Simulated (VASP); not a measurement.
Wanted: the native input for a VASP 6.6.1 run.

- Task: single point
- Functional: PBE
- Potentials or basis: VASP PAW PBE potentials, release 64 (Al, N)
- Cutoff: 520 eV
- k mesh: 6 × 6 × 2
- Occupations: gaussian, width 0.2 eV
- Spin: no spin polarisation
- Dipole correction: no
- Further INCAR settings: ALGO = Normal; EDIFF = 1e-07; NBANDS = 20

The structure of Al6N lies in POSCAR:

```
Al6N
1.0
    2.8873959946      0.0000000000      0.0000000000
   -1.4436979973      2.5005582821      0.0000000000
    0.0000000000      0.0000000000     13.9917526466
Al N
6 1
Direct
    0.3333333333      0.6666666667      0.0862197418
    0.6666666667      0.3333333333      0.9137802582
    0.6666666667      0.3333333333      0.4170545634
    0.3333333333      0.6666666667      0.5829454366
    0.0000000000      0.0000000000      0.7504072124
    0.0000000000      0.0000000000      0.2495927876
    0.0000000000      0.0000000000      0.0000000000
```

The input as run:

INCAR

```
PREC     = Accurate       # precision mode
ENCUT    = 520            # plane-wave cutoff, eV
EDIFF    = 1E-7           # SCF threshold, eV
ISMEAR   = 0              # smearing method
SIGMA    = 0.2            # smearing width, eV
LREAL    = F              # projectors in reciprocal space
LASPH    = T              # aspherical terms in the spheres
NELM     = 60             # most SCF steps
ALGO     = Normal         # electronic algorithm
ISIF     = 2              # what is computed and relaxed
LWAVE    = F              # write WAVECAR
LCHARG   = F              # write CHGCAR
GGA      = PE             # functional
NBANDS   = 20             # bands
```

KPOINTS

```
regular mesh
0
Gamma
  6 6 2
```

Potentials or basis: VASP PAW PBE potentials, release 64 (Al, N).

The run is started by

```console
$ cat potpaw_PBE.64/Al/POTCAR potpaw_PBE.64/N/POTCAR > POTCAR
$ mpirun -np 1 vasp_std > vasp.out
```

It gave:

```yaml
Pressure: -0.1 GPa
Largest_force: 0.020 eV/Å
```

Caveat: the k points lie up to 0.42 Å⁻¹ apart.

Wall time 24 s on 1 thread of AMD EPYC 9R45 (Zen 5), on a shared host, peak memory 0.2 GiB.
